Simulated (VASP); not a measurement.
# MgO (P6_3mc) in VASP: notebook

MgO is run at these levels: PBEsol; tasks: single point.

Program: VASP 6.6.1. These are calculated values, not measurements. Logs are shortened: lines on timing, memory, paths and dates and some standing lists are left out, and cuts for length are marked.

## Step 1: The cell of the first run

The structure is hexagonal, space group P6_3mc (No. 186). Conventional cell: a = 3.535 Å, b = 3.535 Å, c = 4.718 Å, α = 90.00°, β = 90.00°, γ = 120.00°. Mg (site symmetry 3m) has 4 O at 1.87 to 2.10 Å within 2.5 Å. Within 2.5 Å of O (site symmetry 3m) lie 4 Mg at 1.87 to 2.10 Å.

## Step 2: Single point, PBEsol

INCAR reads:

```
SYSTEM = MgO
PREC = Accurate ; ENCUT = 520
EDIFF = 1E-6 ; ISMEAR = 0
SIGMA = 0.05 ; LREAL = .False.
LASPH = .True. ; NELM = 60
ALGO = Normal ; ISIF = 2
LWAVE = .False. ; LCHARG = .False.
GGA = PS ; NBANDS = 16
```

KPOINTS reads:

```
regular mesh
0
Gamma
  9 9 6
  0 0 0
```

POSCAR reads:

```
MgO
1.0
    3.5347000000      0.0000000000      0.0000000000
   -1.7673500000      3.0611399948      0.0000000000
    0.0000000000      0.0000000000      4.7182000000
Mg O
2 2
Direct
    0.3333333333      0.6666666667      0.0036583380
    0.6666666667      0.3333333333      0.5036583380
    0.3333333333      0.6666666667      0.4009416620
    0.6666666667      0.3333333333      0.9009416620
```

Potentials or basis: VASP PAW PBE potentials, release 64 (Mg, O).

Launch:

```console
$ cat potpaw_PBE.64/Mg/POTCAR potpaw_PBE.64/O/POTCAR > POTCAR
$ mpirun -np 1 vasp_std > vasp.out
```

OUTCAR:

```text
SYSTEM = MgO
   PREC = Accurate
   ENCUT = 520
   EDIFF = 1E-6
   ISMEAR = 0
   LREAL = .False.
   LASPH = .True.
   NELM = 60
   ISIF = 2
   GGA = PS

 ion  position               nearest neighbor table
   1  0.333  0.667  0.004-   3 1.87   4 2.10   4 2.10   4 2.10   2 3.12   2 3.12   2 3.12   2 3.12
                             2 3.12   2 3.12
   2  0.667  0.333  0.504-   4 1.87   3 2.10   3 2.10   3 2.10   1 3.12   1 3.12   1 3.12   1 3.12
                             1 3.12   1 3.12
   3  0.333  0.667  0.401-   1 1.87   2 2.10   2 2.10   2 2.10
   4  0.667  0.333  0.901-   2 1.87   1 2.10   1 2.10   1 2.10

  LATTYP: Found a hexagonal cell.
 ALAT       =     3.5347000000
 C/A-ratio  =     1.3348233231

  Lattice vectors:

 A1 = (   3.5347000000,   0.0000000000,   0.0000000000)
 A2 = (  -1.7673500000,   3.0611399948,   0.0000000000)
 A3 = (   0.0000000000,   0.0000000000,   4.7182000000)

Analysis of symmetry for initial positions (statically):
=====================================================================
 Subroutine PRICEL returns:
 Original cell was already a primitive cell.

 Routine SETGRP: Setting up the symmetry group for a
 hexagonal supercell.

 Subroutine GETGRP returns: Found 12 space group operations
 (whereof  6 operations were pure point group operations)
 out of a pool of 24 trial point group operations.

The static configuration has the point symmetry C_3v.
 The point group associated with its full space group is C_6v.

Analysis of symmetry for dynamics (positions and initial velocities):
=====================================================================
 Subroutine PRICEL returns:
 Original cell was already a primitive cell.

 Routine SETGRP: Setting up the symmetry group for a
 hexagonal supercell.

 Subroutine GETGRP returns: Found 12 space group operations
 (whereof  6 operations were pure point group operations)
 out of a pool of 24 trial point group operations.

The dynamic configuration has the point symmetry C_3v.
 The point group associated with its full space group is C_6v.

 Subroutine INISYM returns: Found 12 space group operations
 (whereof  6 operations are pure point group operations),
 and found     1 'primitive' translations

----------------------------------------------------------------------------------------

                                     Primitive cell

  volume of cell :      51.0519

  direct lattice vectors                    reciprocal lattice vectors
     3.534700000  0.000000000  0.000000000     0.282909441  0.163337842  0.000000000
    -1.767350000  3.061139995  0.000000000     0.000000000  0.326675683  0.000000000
     0.000000000  0.000000000  4.718200000     0.000000000  0.000000000  0.211945233

  length of vectors
     3.534700000  3.534700000  4.718200000     0.326675683  0.326675683  0.211945233

  position of ions in fractional coordinates (direct lattice)
     0.333333333  0.666666667  0.003658338
     0.666666667  0.333333333  0.503658338
     0.333333333  0.666666667  0.400941662
     0.666666667  0.333333333  0.900941662

  ion indices of the primitive-cell ions
   primitive index   ion index
                 1           1
                 2           2
                 3           3
                 4           4

----------------------------------------------------------------------------------------

 KPOINTS: regular mesh

Automatic generation of k-mesh.
 Grid dimensions read from file:
 generate k-points for:    9    9    6

 Generating k-lattice:

  Cartesian coordinates                     Fractional coordinates (reciprocal lattice)
     0.031434382  0.018148649  0.000000000     0.111111111 -0.000000000  0.000000000
     0.000000000  0.036297298  0.000000000     0.000000000  0.111111111  0.000000000
     0.000000000  0.000000000  0.035324206     0.000000000  0.000000000  0.166666667

  Length of vectors
     0.036297298  0.036297298  0.035324206

  Shift w.r.t. Gamma in fractional coordinates (k-lattice)
     0.000000000  0.000000000  0.000000000

 Subroutine IBZKPT returns following result:
 ===========================================

 Found     48 irreducible k-points:

 Following reciprocal coordinates:
            Coordinates               Weight
  0.000000  0.000000  0.000000      1.000000
  0.111111 -0.000000  0.000000      6.000000
  0.222222  0.000000  0.000000      6.000000
  0.333333 -0.000000  0.000000      6.000000
  0.444444  0.000000  0.000000      6.000000
  0.111111  0.111111  0.000000      6.000000
[... 16 lines left out ...]
  0.333333  0.222222  0.166667     24.000000
  0.333333  0.333333  0.166667      4.000000
 [... further k-points ...]
   k-points           NKPTS =     48   k-points in BZ     NKDIM =     48   number of bands    NBANDS=     16
   number of dos      NEDOS =    301   number of ions     NIONS =      4
   total plane-waves  NPLWV =  28224
   dimension x,y,z NGX =    28 NGY =   28 NGZ =   36
   dimension x,y,z NGXF=    56 NGYF=   56 NGZF=   72
   ions per type =               2   2
   NGX,Y,Z   is equivalent  to a cutoff of  13.17, 13.17, 12.68 a.u.
   NGXF,Y,Z  is equivalent  to a cutoff of  26.34, 26.34, 25.37 a.u.
 SYSTEM =  MgO
   PREC   = accura    normal or accurate (medium, high low for compatibility)
   ISTART =      0    job   : 0-new  1-cont  2-samecut
   ICHARG =      2    charge: 1-file 2-atom 10-const
   ISPIN  =      1    spin polarized calculation?
   LNONCOLLINEAR =      F non collinear calculations
   LSORBIT =      F    spin-orbit coupling
   LASPH  =      T    aspherical Exc in radial PAW
   ENCUT  =  520.0 eV  38.22 Ry    6.18 a.u.   6.57  6.57  8.77*2*pi/ulx,y,z
   NELM   =     60;   NELMIN=  2; NELMDL= -5     # of ELM steps
   EDIFF  = 0.1E-05   stopping-criterion for ELM
   LREAL  =      F    real-space projection
   EDIFFG = 0.1E-04   stopping-criterion for IOM
   NSW    =      0    number of steps for IOM
   IBRION =     -1    ionic relax: 0-MD 1-quasi-New 2-CG
   NFREE  =      0    steps in history (QN), initial steepest desc. (CG)
   ISIF   =      2    stress and relaxation
   ISYM   =      2    0-nonsym 1-usesym 2-fastsym
   POTIM  = 0.5000    time-step for ionic-motion
   TEBEG  =    0.0;   TEEND  =   0.0 temperature during run
   PSTRESS=    0.0 pullay stress
   NELECT =      16.0000    total number of electrons
   NUPDOWN=      -1.0000    fix difference up-down
   EMIN   =  10.00;   EMAX   =-10.00  energy-range for DOS
   EFERMI =   0.00;   METHOD = LEGACY
   ISMEAR =     0;   SIGMA  =   0.05  broadening in eV -4-tet -1-fermi 0-gaus
   EFERMI_NEDOS =   21; number of points for ismear=-14 and -15
   IALGO  =     38    algorithm
   IMIX   =      4    mixing-type and parameters
     AMIX     =   0.40;   BMIX     =  1.00
     AMIX_MAG =   1.60;   BMIX_MAG =  1.00
  volume/ion in A,a.u.               =      12.76        86.13
  Fermi-wavevector in a.u.,A,eV,Ry     =   1.112015  2.101404 16.824668  1.236578
  Thomas-Fermi vector in A             =   2.248585
   LORBIT       =      0    0 simple, 1 ext, 2 COOP (PROOUT), +10 PAW based schemes
   GGA     = PS    functional components
   LHFCALC =     F    Hartree Fock is set to
   AEXX    =    0.0000 exact exchange contribution
   IVDW    =     0    specifies the selected vdW correction
   LEPSILON=     F    determine dielectric tensor
   LRPA    =     F    only Hartree local field effects (RPA)
 non-spin polarized calculation
 Gauss-broadening in eV      SIGMA  =   0.05
  energy-cutoff  :      520.00
  volume of cell :       51.05
 maximum number of plane-waves:      1398
 NGX is ok and might be reduce to    28
   NGX = 13   NGY = 13   NGZ = 17

 number of electron      15.9999996 magnetization

 Free energy of the ion-electron system (eV)
  ---------------------------------------------------
  ext. energy  EPLUGINS =         0.00000000
  ---------------------------------------------------
  free energy    TOTEN  =       -24.14331203 eV

  energy without entropy =      -24.14331203  energy(sigma->0) =      -24.14331203

 E-fermi :   0.9521     XC(G=0):  -9.6280

 val. band max:        0.6935914940   @ k =   0.0000   0.0000   0.0000
 cond. band min:       3.5371002612   @ k =   0.0000   0.0000   0.0000
 fundamental gap:      2.8435087671
 Fermi energy:         0.9521198445

 k-point     1 :       0.0000    0.0000    0.0000
  band No.  band energies     occupation
      1     -15.3439      2.00000
      2     -14.4638      2.00000
      3      -2.2778      2.00000
      4      -0.3168      2.00000
      5      -0.3168      2.00000
      6       0.2192      2.00000
[... 8 lines left out ...]
     15      15.5015      0.00000
     16      15.8448      0.00000

 k-point     2 :       0.1111   -0.0000    0.0000
  band No.  band energies     occupation
      1     -15.2958      2.00000
      2     -14.4613      2.00000
      3      -2.1824      2.00000
      4      -0.5486      2.00000
      5      -0.3998      2.00000
      6      -0.1266      2.00000
[... 8 lines left out ...]
     15      15.6472      0.00000
     16      15.6804      0.00000

 k-point     3 :       0.2222    0.0000    0.0000
  band No.  band energies     occupation
      1     -15.1652      2.00000
      2     -14.4616      2.00000
      3      -1.9156      2.00000
      4      -1.1951      2.00000
      5      -0.5946      2.00000
      6      -0.5762      2.00000
[... 8 lines left out ...]
     15      14.8003      0.00000
     16      14.8468      0.00000

 k-point     4 :       0.3333   -0.0000    0.0000
  band No.  band energies     occupation
      1     -14.9918      2.00000
      2     -14.4840      2.00000
      3      -1.8657      2.00000
      4      -1.4995      2.00000
      5      -0.9531      2.00000
      6      -0.7449      2.00000
[... 8 lines left out ...]
     15      14.3316      0.00000
     16      14.5002      0.00000
[... 324 lines left out ...]
 k-point    22 :       0.2222    0.2222    0.1667
  band No.  band energies     occupation
      1     -14.8725      2.00000
      2     -14.5287      2.00000
      3      -1.8908      2.00000
      4      -1.7985      2.00000
      5      -0.9002      2.00000
      6      -0.6783      2.00000
[... 8 lines left out ...]
     15      13.7838      0.00000
     16      15.6361      0.00000

 k-point    23 :       0.3333    0.2222    0.1667
  band No.  band energies     occupation
      1     -14.7461      2.00000
      2     -14.5755      2.00000
      3      -2.0974      2.00000
      4      -1.6082      2.00000
      5      -1.2740      2.00000
      6      -0.4508      2.00000
[... 8 lines left out ...]
     15      13.7005      0.00000
     16      15.5569      0.00000

 k-point    24 :       0.3333    0.3333    0.1667
  band No.  band energies     occupation
      1     -14.6472      2.00000
      2     -14.6472      2.00000
      3      -1.9874      2.00000
      4      -1.5465      2.00000
      5      -1.5465      2.00000
      6      -0.4127      2.00000
[... 8 lines left out ...]
     15      13.7262      0.00000
     16      16.1699      0.00000

 [... further k-points ...]
[... 5 lines left out ...]
  --------------------------------------------------------------------------------------
  -------------------------------------------------------------------------------------
  Total       -4.4670584     -4.4670584      2.6810662      0.0000000      0.0000000      0.0000000
  in kB     -140.1909943   -140.1909943     84.1406820      0.0000000      0.0000000      0.0000000
  external PRESSURE =     -65.4137689 kB  Pullay stress =       0.0000000 kB

 VOLUME and BASIS-vectors are now :
 -----------------------------------------------------------------------------
  energy-cutoff  :      520.00
  volume of cell :       51.05
      direct lattice vectors                 reciprocal lattice vectors
     3.534700000  0.000000000  0.000000000     0.282909441  0.163337842  0.000000000
    -1.767350000  3.061139995  0.000000000     0.000000000  0.326675683  0.000000000
     0.000000000  0.000000000  4.718200000     0.000000000  0.000000000  0.211945233

 POSITION                                       TOTAL-FORCE (eV/Angst)
 -----------------------------------------------------------------------------------
     -0.00000      2.04076      0.01726        -0.000000     -0.000000     -1.427031
      1.76735      1.02038      2.37636         0.000000     -0.000000     -1.427031
     -0.00000      2.04076      1.89172         0.000000     -0.000000      1.427031
      1.76735      1.02038      4.25082        -0.000000      0.000000      1.427031
 -----------------------------------------------------------------------------------
    total drift:                               -0.000000      0.000000      0.001356

  FREE ENERGIE OF THE ION-ELECTRON SYSTEM (eV)
  ---------------------------------------------------
  free  energy   TOTEN  =       -24.1433120313 eV

  energy  without entropy=      -24.1433120313  energy(sigma->0) =      -24.14331203
```

Wall time 42 s (1 thread of Intel Xeon Platinum 8259CL at 2.50GHz (Skylake/Cascade Lake), shared host); peak memory 0.19 GiB.

Results:

```yaml
Free_energy: -24.1433 eV
Pressure: -6.5 GPa
Largest_force: 1.427 eV/Å
Band_gap_on_the_k_mesh: 2.84 eV, direct
```

Forces in eV/Å, atoms in the order of the input:
```
Mg   0.000  0.000 -1.427
Mg   0.000  0.000 -1.427
O    0.000  0.000  1.427
O    0.000  0.000  1.427
```

Levels at points of the mesh, in eV from the valence-band top:
```csv
k point,band 6,band 7,band 8,band 9,band 10,band 11
"(0.00, 0.00, 0.00)",-0.47,-0.47,0.00,2.84,7.74,10.29
"(0.00, 0.00, 0.50)",-0.75,-0.75,-0.75,5.40,5.40,12.79
```

Caveat: the PAW data sets were made with another functional, which shifts forces and pressure a little. A k mesh can miss the band edges.

(Part 1 of 2 ends here.)
